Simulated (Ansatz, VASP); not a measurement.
**FeCo: VASP beside Ansatz**

```xyz
2
Lattice="2.8806 0.0000 0.0000 0.0000 2.8806 0.0000 0.0000 0.0000 2.8806" Properties=species:S:1:pos:R:3 pbc="T T T"
Fe    1.4403    1.4403    1.4403
Co    0.0000    0.0000    0.0000
```

Change from the starting cell: volume scaled by 1.025, PAW files.

Alike in both runs: task electric field gradients; functional PBE; k mesh 13 × 13 × 13; occupations fermi-dirac, width 0.05 eV; collinear spin.

|  | VASP | Ansatz |
| --- | --- | --- |
| version | VASP 6.6.1 | Ansatz 0.2.0 |
| potentials or method | VASP PAW PBE potentials, release 64 (Fe, Co) | PAW with Ansatz's default frozen-core files, scalar-relativistic |
| plane-wave cutoff (eV) | 520 | 420 |
| valence electrons in the cell | 17 | 33 |

```csv
,VASP,Ansatz,Ansatz less VASP
pressure (GPa),-7.0,-6.6,+0.42
net moment per atom (μB),2.28,2.29,+0.011
size of the moment on the site where the two differ most (μB),1.77,1.84,+0.069
```

Site moments also hang on the region over which each program counts them. VASP's potentials hold 17 valence electrons a cell and Ansatz's 33, so a difference there can come from the potentials and not from the codes.
